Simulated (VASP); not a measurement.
A run of VASP 6.6.1 is set up as follows.

INCAR

```
ALGO = Normal
EDIFF = 1E-7
ENCUT = 520
GGA = PE
ISIF = 2
ISMEAR = -1
LASPH = T
LCHARG = F
LREAL = F
LWAVE = F
NBANDS = 16
NELM = 100
PREC = Accurate
SIGMA = 0.03
```

KPOINTS

```
k-points
0
Gamma
  8 8 8
```

POSCAR

```
ZnSe
1.0
    0.0000000000      2.8338000000      2.8904760000
    2.8338000000      0.0000000000      2.8904760000
    2.8338000000      2.8338000000      0.0000000000
Zn Se
1 1
Direct
    0.0000000000      0.0000000000      0.0000000000
    0.7500000000      0.7500000000      0.7500000000
```

Potentials or basis: VASP PAW PBE potentials, release 64 (Zn, Se).

Run with:

```console
$ cat potpaw_PBE.64/Zn/POTCAR potpaw_PBE.64/Se/POTCAR > POTCAR
$ mpirun -np 1 vasp_std > vasp.out
```

(1) What does it give for the pressure?

(2) Predict the band gap on the k mesh.

Results:

(1) 1.1 GPa.

(2) 1.18 eV, direct.

Caveat: the cell differs from its parent crystal (zz strain of +2 %).
